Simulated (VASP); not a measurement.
Crystal: Se.

```
Se
1.0
     4.30503    0.00000    0.00000
    -2.15252    3.72827    0.00000
     0.00000    0.00000    8.79222
Se
4
Direct
  0.00000 0.00000 0.96305
  0.00000 0.00000 0.46305
  0.33333 0.66667 0.04195
  0.66667 0.33333 0.54195
```

```yaml
Program: VASP 6.6.1
Task: relaxation of cell and atoms
Functional: PBE
Potentials_or_basis: VASP PAW PBE potentials, release 64 (Se)
Cutoff: 600 eV
k_mesh: 12 × 12 × 6
Occupations: gaussian, width 0.1 eV
Spin: no spin polarisation
```

At the start: pressure 0.4 GPa; volume 35.28 Å³/atom.

Q: Where does the relaxation end?

A: Over 4 steps the energy falls by 2.9 meV/atom and the volume is 35.56 Å³/atom (+0.8 %); space group P6_3mc (No. 186, to 0.1 Å) before and after.

Step by step:
| step | energy change (eV) | largest force (eV/Å) | pressure (GPa) | volume (Å³) |
| --- | --- | --- | --- | --- |
| 1 | 0.0000 | 0.1684 | 0.37 | 141.12 |
| 2 | -0.0086 | 0.1274 | -0.21 | 142.79 |
| 3 | -0.0087 | 0.1218 | -0.29 | 143.00 |
| 4 | -0.0116 | 0.0047 | -0.01 | 142.24 |

Final structure:
```
CELL_PARAMETERS angstrom
4.33679 0.00000 0.00000
-2.16839 3.75577 0.00000
0.00000 0.00000 8.73296
ATOMIC_POSITIONS crystal
Se 0.00000 0.00000 0.96511
Se 0.00000 0.00000 0.46511
Se 0.33333 0.66667 0.03989
Se 0.66667 0.33333 0.53989
```

Caveat: the highest band is partly filled, so the run has too few bands; this functional lacks dispersion, which binds layers or chains, so the pressure and a relaxed spacing across them are unreliable.
